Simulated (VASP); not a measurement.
Input of a VASP 6.6.1 run:

Contents of POSCAR:

```
Ca2SeO
1.0
    3.8828618425      0.0000000000      0.0000000000
    0.0000000000      3.8828618425      0.0000000000
    0.0000000000      0.0000000000      5.4944501822
O Ca Se
1 2 1
Direct
    0.0000000000      0.0000000000      0.0000000000
    0.0000000000      0.0000000000      0.5000000000
    0.5000000000      0.5000000000      0.0000000000
    0.5000000000      0.5000000000      0.5000000000
```

The input INCAR.step1:

```
SYSTEM = Ca2SeO
PREC = Accurate
ENCUT = 500
EDIFF = 1E-8
ISMEAR = 0
SIGMA = 0.01
LREAL = .False.
LASPH = .True.
NELM = 80
ALGO = Normal
LWAVE = .True.
LCHARG = .False.
GGA = PE
```

The input INCAR.step2:

```
SYSTEM = Ca2SeO
PREC = Accurate
ENCUT = 500
EDIFF = 1E-8
ISMEAR = 0
SIGMA = 0.01
LREAL = .False.
LASPH = .True.
NELM = 1
ALGO = Exact
LWAVE = .True.
LCHARG = .False.
GGA = PE
NBANDS = 327
LOPTICS = .True.
ISTART = 1
```

File INCAR.step3:

```
SYSTEM = Ca2SeO
PREC = Accurate
ENCUT = 500
EDIFF = 1E-8
ISMEAR = 0
SIGMA = 0.01
LREAL = .False.
LASPH = .True.
ALGO = EVGW0
LWAVE = .False.
LCHARG = .False.
GGA = PE
NELMGW = 1
NBANDS = 327
ENCUTGW = 140.0
NOMEGA = 96
PRECFOCK = Fast
ISTART = 1
NBANDSGW = 24
OMEGAMAX = 20
```

File KPOINTS:

```
regular mesh
0
Gamma
  4 4 2
  0 0 0
```

Potentials or basis: VASP PAW PBE potentials, release 64 (O_GW, Ca_sv_GW, Se_GW).

Run with:

```bash
$ cat potpaw_PBE.64/O_GW/POTCAR potpaw_PBE.64/Ca_sv_GW/POTCAR potpaw_PBE.64/Se_GW/POTCAR > POTCAR
$ cp INCAR.step1 INCAR
$ mpirun -np 1 vasp_std > vasp.out
$ cp INCAR.step2 INCAR
$ mpirun -np 1 vasp_std > vasp.out
$ cp INCAR.step3 INCAR
$ mpirun -np 1 vasp_std > vasp.out
```

**Question.** What does it give for the quasiparticle gap?

**Answer.** 3.49 eV.

**Question.** What does it give for the least direct quasiparticle gap?

**Answer.** 3.49 eV.

**Question.** What does it give for the least direct gap of the starting levels on the mesh?

**Answer.** 2.06 eV.

**Question.** What does it give for the band gap of the starting levels on the mesh?

**Answer.** 2.06 eV.

Caveat: the k points lie up to 0.57 Å⁻¹ apart; bands, screening cutoff and mesh are small and nothing is extrapolated, so the quasiparticle values aren't converged.
